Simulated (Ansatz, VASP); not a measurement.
One calculation of AlCu3, two programs

```
CELL_PARAMETERS angstrom
0.00000 2.89092 2.89092
2.89092 0.00000 2.89092
2.89092 2.89092 0.00000
ATOMIC_POSITIONS crystal
Al 0.00000 0.00000 0.00000
Cu 0.50000 0.50000 0.50000
Cu 0.25000 0.25000 0.25000
Cu 0.75000 0.75000 0.75000
```

Alike in both runs: functional r2SCAN; k mesh 14 × 14 × 14; occupations gaussian, width 0.1 eV; no spin polarisation.

Ansatz relaxed the structure, and its values are those at the end. VASP's run is a single point on that final structure, the one shown.

```csv
,VASP,Ansatz
version,VASP 6.6.1,Ansatz 0.2.0
potentials or method,"VASP PAW PBE potentials, release 64 (Al, Cu), cutoff 520 eV","scalar-relativistic, plane waves, PAW"
valence electrons in the cell,36,60
```

|  | VASP | Ansatz | Ansatz less VASP |
| --- | --- | --- | --- |
| gap on the k mesh at the Fermi level (eV) | none | none | - |
| pressure (GPa) | 0.3 | 0.0 | -0.26 |

VASP's potentials were made for PBE, not for r2SCAN. A gap of «none» marks a metal or a gap that the smearing closes. VASP's potentials hold 36 valence electrons a cell and Ansatz's 60, so a difference there can come from the potentials and not from the codes.
